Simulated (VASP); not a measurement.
# LiSe in VASP: notebook

LiSe is run at these levels: PBE; tasks: single point, relaxation of cell and atoms.

Program: VASP 6.6.1. These are calculated values, not measurements. Logs are shortened: lines on timing, memory, paths and dates and some standing lists are left out, and cuts for length are marked.

### 1 The cell of the first run

It takes space group P4/mmm (No. 123, tetragonal). The conventional cell has a = 3.065 Å, b = 3.065 Å, c = 3.786 Å, α = 90.00°, β = 90.00°, γ = 90.00°. Li (site symmetry 4/mmm) has 8 Se at 2.88 Å and 6 Li at 3.06 to 3.79 Å within 3.8 Å. Within 3.8 Å of Se (site symmetry 4/mmm) lie 8 Li at 2.88 Å and 6 Se at 3.06 to 3.79 Å.

### 2 Single point, PBE

File INCAR:

```
SYSTEM = LiSe
PREC = Accurate ; ENCUT = 520
EDIFF = 1E-6 ; ISMEAR = 0
SIGMA = 0.1 ; LREAL = .FALSE.
LASPH = .TRUE. ; NELM = 100
ALGO = Normal ; ISIF = 2
LWAVE = .FALSE. ; LCHARG = .FALSE.
GGA = PE ; NBANDS = 12
```

File KPOINTS:

```
regular mesh
0
G
  18 18 14
  0 0 0
```

File POSCAR:

```
LiSe
1.0
    3.0645714095      0.0000000000      0.0000000000
    0.0000000000      3.0645714095      0.0000000000
    0.0000000000      0.0000000000      3.7862451190
Li Se
1 1
Direct
    0.5000000000      0.5000000000      0.0000000000
    0.0000000000      0.0000000000      0.5000000000
```

Potentials or basis: VASP PAW PBE potentials, release 64 (Li_sv, Se).

Started as:

```sh
$ cat potpaw_PBE.64/Li_sv/POTCAR potpaw_PBE.64/Se/POTCAR > POTCAR
$ mpirun -np 1 vasp_std > vasp.out
```

OUTCAR:

```text
SYSTEM = LiSe
   PREC = Accurate
   ENCUT = 520
   EDIFF = 1E-6
   ISMEAR = 0
   LREAL = .FALSE.
   LASPH = .TRUE.
   NELM = 100
   ISIF = 2
   GGA = PE

 ion  position               nearest neighbor table
   1  0.500  0.500  0.000-
   2  0.000  0.000  0.500-

  LATTYP: Found a simple tetragonal cell.
 ALAT       =     3.0645714095
 C/A-ratio  =     1.2354892783

  Lattice vectors:

 A1 = (   3.0645714095,   0.0000000000,   0.0000000000)
 A2 = (   0.0000000000,   3.0645714095,   0.0000000000)
 A3 = (   0.0000000000,   0.0000000000,   3.7862451190)

Analysis of symmetry for initial positions (statically):
=====================================================================
 Subroutine PRICEL returns:
 Original cell was already a primitive cell.

 Routine SETGRP: Setting up the symmetry group for a
 simple tetragonal supercell.

 Subroutine GETGRP returns: Found 16 space group operations
 (whereof 16 operations were pure point group operations)
 out of a pool of 16 trial point group operations.

The static configuration has the point symmetry D_4h.

Analysis of symmetry for dynamics (positions and initial velocities):
=====================================================================
 Subroutine PRICEL returns:
 Original cell was already a primitive cell.

 Routine SETGRP: Setting up the symmetry group for a
 simple tetragonal supercell.

 Subroutine GETGRP returns: Found 16 space group operations
 (whereof 16 operations were pure point group operations)
 out of a pool of 16 trial point group operations.

The dynamic configuration has the point symmetry D_4h.

 Subroutine INISYM returns: Found 16 space group operations
 (whereof 16 operations are pure point group operations),
 and found     1 'primitive' translations

----------------------------------------------------------------------------------------

                                     Primitive cell

  volume of cell :      35.5589

  direct lattice vectors                    reciprocal lattice vectors
     3.064571410  0.000000000  0.000000000     0.326309903  0.000000000  0.000000000
     0.000000000  3.064571410  0.000000000     0.000000000  0.326309903  0.000000000
     0.000000000  0.000000000  3.786245119     0.000000000  0.000000000  0.264113909

  length of vectors
     3.064571410  3.064571410  3.786245119     0.326309903  0.326309903  0.264113909

  position of ions in fractional coordinates (direct lattice)
     0.500000000  0.500000000  0.000000000
     0.000000000  0.000000000  0.500000000

  ion indices of the primitive-cell ions
[... 81 lines left out ...]
   ISIF   =      2    stress and relaxation
   ISYM   =      2    0-nonsym 1-usesym 2-fastsym
   POTIM  = 0.5000    time-step for ionic-motion
   TEBEG  =    0.0;   TEEND  =   0.0 temperature during run
   PSTRESS=    0.0 pullay stress
   NELECT =       9.0000    total number of electrons
   NUPDOWN=      -1.0000    fix difference up-down
   EMIN   =  10.00;   EMAX   =-10.00  energy-range for DOS
   EFERMI =   0.00;   METHOD = LEGACY
   ISMEAR =     0;   SIGMA  =   0.10  broadening in eV -4-tet -1-fermi 0-gaus
   EFERMI_NEDOS =   21; number of points for ismear=-14 and -15
   IALGO  =     38    algorithm
   IMIX   =      4    mixing-type and parameters
     AMIX     =   0.40;   BMIX     =  1.00
     AMIX_MAG =   1.60;   BMIX_MAG =  1.00
  volume/ion in A,a.u.               =      17.78       119.98
  Fermi-wavevector in a.u.,A,eV,Ry     =   1.035554  1.956914 14.590520  1.072373
  Thomas-Fermi vector in A             =   2.169903
   LORBIT       =      0    0 simple, 1 ext, 2 COOP (PROOUT), +10 PAW based schemes
   GGA     = PE    functional components
   LHFCALC =     F    Hartree Fock is set to
   AEXX    =    0.0000 exact exchange contribution
   IVDW    =     0    specifies the selected vdW correction
   LEPSILON=     F    determine dielectric tensor
   LRPA    =     F    only Hartree local field effects (RPA)
 non-spin polarized calculation
 Gauss-broadening in eV      SIGMA  =   0.10
  energy-cutoff  :      520.00
  volume of cell :       35.56
 maximum number of plane-waves:       976
 NGX is ok and might be reduce to    24

 number of electron       9.0000007 magnetization

 Free energy of the ion-electron system (eV)
  ---------------------------------------------------
  ext. energy  EPLUGINS =         0.00000000
  ---------------------------------------------------
  free energy    TOTEN  =        -6.90719398 eV

  energy without entropy =       -6.90452799  energy(sigma->0) =       -6.90586098

 E-fermi :   3.6872     XC(G=0):  -9.2335

 val. band max:        3.6656889743   @ k =   0.3889   0.1667   0.4286
 cond. band min:       3.6918059625   @ k =   0.3889   0.1667   0.5000
 fundamental gap:      0.0261169881
 Fermi energy:         3.6872268397

 k-point     1 :       0.0000    0.0000    0.0000
  band No.  band energies     occupation
      1     -42.8681      2.00000
      2     -10.5007      2.00000
      3       1.1284      2.00000
      4       4.3703      0.00000
      5       4.3703      0.00000
      6       6.3194      0.00000
      7      10.5423      0.00000
      8      10.8309      0.00000
      9      15.0324      0.00000
     10      16.3342      0.00000
     11      16.3342      0.00000
     12      19.1281      0.00000
[... 331 lines left out ...]
 k-point    24 :       0.3333    0.1111    0.0000
  band No.  band energies     occupation
      1     -42.8628      2.00000
      2      -9.4046      2.00000
      3      -0.6011      2.00000
      4       2.3468      2.00000
      5       4.0043      0.00001
      6       7.3475      0.00000
      7      10.5502      0.00000
      8      12.4115      0.00000
      9      12.6675      0.00000
     10      14.0988      0.00000
     11      17.5145      0.00000
     12      18.4282      0.00000

 [... further k-points ...]
[... 5 lines left out ...]
  --------------------------------------------------------------------------------------
  -------------------------------------------------------------------------------------
  Total       -0.0015436     -0.0015436     -0.0046860      0.0000000     -0.0000000      0.0000000
  in kB       -0.0695491     -0.0695491     -0.2111366      0.0000000     -0.0000000      0.0000000
  external PRESSURE =      -0.1167449 kB  Pullay stress =       0.0000000 kB

 VOLUME and BASIS-vectors are now :
 -----------------------------------------------------------------------------
  energy-cutoff  :      520.00
  volume of cell :       35.56
      direct lattice vectors                 reciprocal lattice vectors
     3.064571410  0.000000000  0.000000000     0.326309903  0.000000000  0.000000000
     0.000000000  3.064571410  0.000000000     0.000000000  0.326309903  0.000000000
     0.000000000  0.000000000  3.786245119     0.000000000  0.000000000  0.264113909

 POSITION                                       TOTAL-FORCE (eV/Angst)
 -----------------------------------------------------------------------------------
      1.53229      1.53229      0.00000         0.000000      0.000000      0.000000
      0.00000      0.00000      1.89312         0.000000      0.000000      0.000000
 -----------------------------------------------------------------------------------
    total drift:                                0.000000     -0.000000     -0.000000

  FREE ENERGIE OF THE ION-ELECTRON SYSTEM (eV)
  ---------------------------------------------------
  free  energy   TOTEN  =        -6.9071939769 eV

  energy  without entropy=       -6.9045279868  energy(sigma->0) =       -6.90586098
```

stdout:

```text
POSCAR found type information on POSCAR LiSe
 POSCAR found :  2 types and       2 ions
 scaLAPACK will be used
 LDA part: xc-table for (Slater+PW92), standard interpolation
 POSCAR, INCAR and KPOINTS ok, starting setup
 FFT: planning ... GRIDC
 FFT: planning ... GRID_SOFT
 FFT: planning ... GRID
 WAVECAR not read
 entering main loop
```

Run time: 64 s. Hardware: 1 thread of AMD EPYC 9R14 (Zen 4), shared host; peak memory 0.26 GiB.

What came out:

| Item | Value |
| --- | --- |
| Free energy | -6.9072 eV |

Caveat: the cutoff is under 1.25 times the usual one of these potentials, so pressure, stress and relaxed cells hold a basis-set (Pulay) error.

### 3 Relaxation of cell and atoms, PBE

This run uses another cell than the first one, of 17.83 Å³/atom, 1.003 times its volume.

File INCAR:

```
SYSTEM = LiSe
PREC = Accurate
ENCUT = 600
EDIFF = 1E-7
ISMEAR = 0
SIGMA = 0.1
LREAL = .False.
LASPH = .True.
NELM = 100
ALGO = Normal
ISIF = 3
LWAVE = .False.
LCHARG = .False.
GGA = PE
IBRION = 2
NSW = 100
EDIFFG = -0.01
```

File KPOINTS:

```
regular mesh
0
Gamma
  18 18 14
  0 0 0
```

File POSCAR:

```
LiSe
1.0
    3.0593618369      0.0000000000      0.0000000000
    0.0000000000      3.0593618369      0.0000000000
    0.0000000000      0.0000000000      3.8095920717
Li Se
1 1
Direct
    0.5000000000      0.5000000000      0.0000000000
    0.0000000000      0.0000000000      0.5000000000
```

Potentials or basis: VASP PAW PBE potentials, release 64 (Li_sv, Se).

Started as:

```sh
$ cat potpaw_PBE.64/Li_sv/POTCAR potpaw_PBE.64/Se/POTCAR > POTCAR
$ mpirun -np 1 vasp_std > vasp.out
```

OUTCAR:

```text
SYSTEM = LiSe
   PREC = Accurate
   ENCUT = 600
   EDIFF = 1E-7
   ISMEAR = 0
   LREAL = .False.
   LASPH = .True.
   NELM = 100
   ISIF = 3
   GGA = PE
   IBRION = 2
   NSW = 100
   EDIFFG = -0.01

 ion  position               nearest neighbor table
   1  0.500  0.500  0.000-
   2  0.000  0.000  0.500-

  LATTYP: Found a simple tetragonal cell.
 ALAT       =     3.0593618369
 C/A-ratio  =     1.2452244209

  Lattice vectors:

 A1 = (   3.0593618369,   0.0000000000,   0.0000000000)
 A2 = (   0.0000000000,   3.0593618369,   0.0000000000)
 A3 = (   0.0000000000,   0.0000000000,   3.8095920717)

[... 250 lines left out ...]
  ---------------------------------------------------
  ext. energy  EPLUGINS =         0.00000000
  ---------------------------------------------------
  free energy    TOTEN  =        -6.90672807 eV

  energy without entropy =       -6.90406468  energy(sigma->0) =       -6.90539637

 E-fermi :   3.6913     XC(G=0):  -9.2362

 val. band max:        3.6696643716   @ k =   0.3889   0.1667   0.4286
 cond. band min:       3.6958522966   @ k =   0.3889   0.1667   0.5000
 fundamental gap:      0.0261879250
 Fermi energy:         3.6912607809

 k-point     1 :       0.0000    0.0000    0.0000
  band No.  band energies     occupation
      1     -42.8610      2.00000
      2     -10.4992      2.00000
      3       1.1345      2.00000
      4       4.3734      0.00000
      5       4.3734      0.00000
      6       6.3285      0.00000
      7      10.5457      0.00000
      8      10.8334      0.00000
[... 243 lines left out ...]
 k-point    24 :       0.3333    0.1111    0.0000
  band No.  band energies     occupation
      1     -42.8556      2.00000
      2      -9.4025      2.00000
      3      -0.5993      2.00000
      4       2.3532      2.00000
      5       4.0075      0.00001
      6       7.3565      0.00000
      7      10.5584      0.00000
      8      12.4200      0.00000

 [... further k-points ...]
[... 5 lines left out ...]
  --------------------------------------------------------------------------------------
  -------------------------------------------------------------------------------------
  Total       -0.0041114     -0.0041114      0.0001466      0.0000000     -0.0000000      0.0000000
  in kB       -0.1853632     -0.1853632      0.0066100      0.0000000     -0.0000000      0.0000000
  external PRESSURE =      -0.1213721 kB  Pullay stress =       0.0000000 kB
[... 17 lines left out ...]
  FREE ENERGIE OF THE ION-ELECTRON SYSTEM (eV)
  ---------------------------------------------------
  free  energy   TOTEN  =        -6.9067280701 eV

  energy  without entropy=       -6.9040646788  energy(sigma->0) =       -6.90539637

 reached required accuracy - stopping structural energy minimisation
```

OSZICAR:

```text
N       E                     dE             d eps       ncg     rms          rms(c)
DAV:   1     0.284210407314E+02    0.28421E+02   -0.45166E+03  7040   0.109E+03
[... 19 lines left out ...]
       N       E                     dE             d eps       ncg     rms          rms(c)
DAV:   1    -0.690710328105E+01   -0.49850E-03   -0.24998E-02  7288   0.143E+00    0.103E-01
DAV:   2    -0.690682907499E+01    0.27421E-03   -0.62116E-04 10080   0.201E-01    0.597E-02
DAV:   3    -0.690672807196E+01    0.10100E-03   -0.44299E-04  8880   0.114E-01    0.142E-02
DAV:   4    -0.690672783795E+01    0.23401E-06   -0.80942E-06  9256   0.233E-02    0.983E-03
DAV:   5    -0.690672809429E+01   -0.25633E-06   -0.17534E-06  9792   0.855E-03    0.110E-03
DAV:   6    -0.690672807008E+01    0.24205E-07   -0.61137E-08  6592   0.217E-03
   3 F= -.69067281E+01 E0= -.69053964E+01  d E =-.484131E-03
```

CONTCAR:

```text
LiSe
   1.00000000000000
     3.0643242088861817    0.0000000000000000    0.0000000000000000
     0.0000000000000000    3.0643242088861817    0.0000000000000000
     0.0000000000000000    0.0000000000000000    3.7844995921351154
  Li              Se
     1     1
Direct
     0.5000000000000000    0.5000000000000000    0.0000000000000000
     0.0000000000000000    0.0000000000000000    0.5000000000000000

  0.00000000E+00  0.00000000E+00  0.00000000E+00
  0.00000000E+00  0.00000000E+00  0.00000000E+00
```

Run time: 1.8 min. Hardware: 1 thread of AMD EPYC 9R14 (Zen 4), shared host; peak memory 0.26 GiB.

Results:

```
Free energy                            : -6.9067 eV
Relaxed volume                         : 17.77 Å³/atom
Relaxed cell                           : a = 3.064 Å, b = 3.064 Å, c = 3.784 Å, α = 90.00°, β = 90.00°, γ = 90.00°
Space group after relaxing (to 0.05 Å) : P4/mmm (No. 123)
Energy gained by relaxing              : 0.2 meV/atom
Ionic steps                            : 3
Pressure after relaxing                : 0.0 GPa
```

Step by step:
| step | energy change (eV) | largest force (eV/Å) | pressure (GPa) | volume (Å³) |
| --- | --- | --- | --- | --- |
| 1 | 0.0000 | 0.0000 | -0.10 | 35.66 |
| 2 | -0.0004 | 0.0000 | -0.06 | 35.60 |
| 3 | -0.0005 | 0.0000 | -0.01 | 35.54 |

Final structure:
```
CELL_PARAMETERS angstrom
3.06432 0.00000 0.00000
0.00000 3.06432 0.00000
0.00000 0.00000 3.78450
ATOMIC_POSITIONS crystal
Li 0.50000 0.50000 0.00000
Se 0.00000 0.00000 0.50000
```

Caveat: the cutoff is under 1.25 times the usual one of these potentials, so pressure, stress and relaxed cells hold a basis-set (Pulay) error.

### 4 Single point, PBE

This run uses another cell than the first one: it holds 4 atoms, not 2.

File INCAR:

```
PREC     = Accurate       # precision mode
ENCUT    = 520            # plane-wave cutoff, eV
EDIFF    = 1E-6           # SCF threshold, eV
ISMEAR   = 0              # smearing method
SIGMA    = 0.1            # smearing width, eV
LREAL    = False          # projectors in reciprocal space
LASPH    = True           # aspherical terms in the spheres
NELM     = 100            # most SCF steps
ALGO     = Normal         # electronic algorithm
ISIF     = 2              # what is computed and relaxed
LWAVE    = False          # write WAVECAR
LCHARG   = True           # write CHGCAR
GGA      = PE             # functional
LELF     = True           # ELF
LVHAR    = True         
NBANDS   = 17             # bands
```

File KPOINTS:

```
regular mesh
0
Gamma
  4 4 4
```

File POSCAR:

```
LiSe
1.0
    4.3245444480      0.0000000000      0.0000000000
    0.0000000000      3.8095920717      0.0000000000
    0.0000000000      0.0000000000      4.3286365885
Li Se
2 2
Direct
    0.0000000000      1.0003087989     -0.0975110790
    0.5000000000     -0.0003087989      0.4024889210
    0.0000000000      0.5001158475      0.4025110790
    0.5000000000      0.4998841525      0.9025110790
```

Started as:

```sh
$ cat potpaw_PBE.64/Li_sv/POTCAR potpaw_PBE.64/Se/POTCAR > POTCAR
$ mpirun -np 1 vasp_std > vasp.out
```

Run time: 17 s. Hardware: 1 thread of AMD EPYC 9R14 (Zen 4), shared host; peak memory 0.15 GiB.

Results (log left out):

```
Free energy            : -13.7523 eV
Band gap on the k mesh : zero (band 9 reaches 5.84 eV, above the bottom of band 10 at 1.43 eV)
```

Levels at points of the mesh, in eV from the Fermi level:
| k point | band 5 | band 6 | band 7 | band 8 | band 9 | band 10 | band 11 | band 12 | band 13 | band 14 |
| --- | --- | --- | --- | --- | --- | --- | --- | --- | --- | --- |
| (0.00, 0.00, 0.00) | -4.47 | -4.46 | -2.80 | 0.07 | 0.55 | 0.56 | 2.37 | 2.85 | 6.73 | 7.02 |
| (0.50, 0.00, 0.00) | -2.70 | -2.70 | -2.69 | -2.69 | -1.48 | -1.48 | 3.63 | 3.63 | 7.69 | 7.69 |
| (0.00, 0.50, 0.00) | -5.46 | -3.81 | -3.80 | -2.06 | 0.97 | 0.98 | 2.56 | 2.61 | 2.62 | 5.86 |
| (0.50, 0.50, 0.00) | -4.24 | -4.24 | -2.43 | -2.43 | -2.09 | -2.09 | 4.54 | 4.54 | 5.55 | 5.55 |
| (0.00, 0.00, 0.50) | -2.70 | -2.70 | -2.68 | -2.68 | -1.49 | -1.49 | 3.63 | 3.63 | 7.67 | 7.67 |
| (0.50, 0.00, 0.50) | -5.80 | -5.80 | -1.16 | -1.16 | 1.75 | 1.75 | 3.42 | 3.42 | 5.20 | 5.20 |
| (0.00, 0.50, 0.50) | -4.24 | -4.24 | -2.43 | -2.43 | -2.08 | -2.08 | 4.55 | 4.55 | 5.56 | 5.56 |
| (0.50, 0.50, 0.50) | -5.49 | -5.49 | -4.10 | -4.10 | 1.99 | 1.99 | 2.26 | 2.26 | 8.87 | 8.87 |

Caveat: the k points lie up to 0.41 Å⁻¹ apart; the cutoff is under 1.25 times the usual one of these potentials, so pressure, stress and relaxed cells hold a basis-set (Pulay) error.

### 5 The runs side by side

```csv
task,cell,k mesh,cutoff (eV),gap on the mesh (eV)
single point,"a = 3.065, b = 3.065, c = 3.786 Å, 2 atoms",18 × 18 × 14,520,none
relaxation of cell and atoms,"relaxed from a = 3.059, b = 3.059, c = 3.810 Å, 2 atoms",18 × 18 × 14,600,none
single point,"a = 4.325, b = 3.810, c = 4.329 Å, 4 atoms",4 × 4 × 4,520,none
```

Alike in all rows: level PBE; potentials or basis VASP PAW PBE potentials, release 64 (Li_sv, Se); no spin polarisation; smearing gaussian 0.1 eV.

Caveats: some runs use coarse meshes; the cutoff is under 1.25 times the usual one of these potentials, so pressure, stress and relaxed cells hold a basis-set (Pulay) error.

Absolute energies hang on the potentials; compare differences alone.
